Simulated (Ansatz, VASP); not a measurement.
## Two plane-wave programs on BaTe

```
Ba Te
1.0
     0.00000    3.56736    3.56736
     3.56736    0.00000    3.56736
     3.56736    3.56736    0.00000
Ba Te
1 1
Direct
  0.00000 0.00000 0.00000
  0.50000 0.50000 0.50000
```

Alike in both runs: task single point; functional r2SCAN; k mesh 6 × 6 × 6; no spin polarisation.

|  | VASP | Ansatz |
| --- | --- | --- |
| version | VASP 6.6.1 | Ansatz 0.2.0 |
| potentials or method | VASP PAW PBE potentials, release 64 (Ba_sv, Te) | plane waves, PAW |
| plane-wave cutoff (eV) | 520 | 500 |
| occupations | gaussian, width 0.01 eV | fixed |
| valence electrons in the cell | 16 | 26 |

|  | VASP | Ansatz | Ansatz less VASP |
| --- | --- | --- | --- |
| gap on the k mesh at the Fermi level (eV) | 1.99 | 2.06 | +0.067 |
| pressure (GPa) | -0.6 | -0.9 | -0.28 |

VASP's potentials were made for PBE, not for r2SCAN. VASP's potentials hold 16 valence electrons a cell and Ansatz's 26, so a difference there can come from the potentials and not from the codes.

Spin-orbit coupling is off throughout.
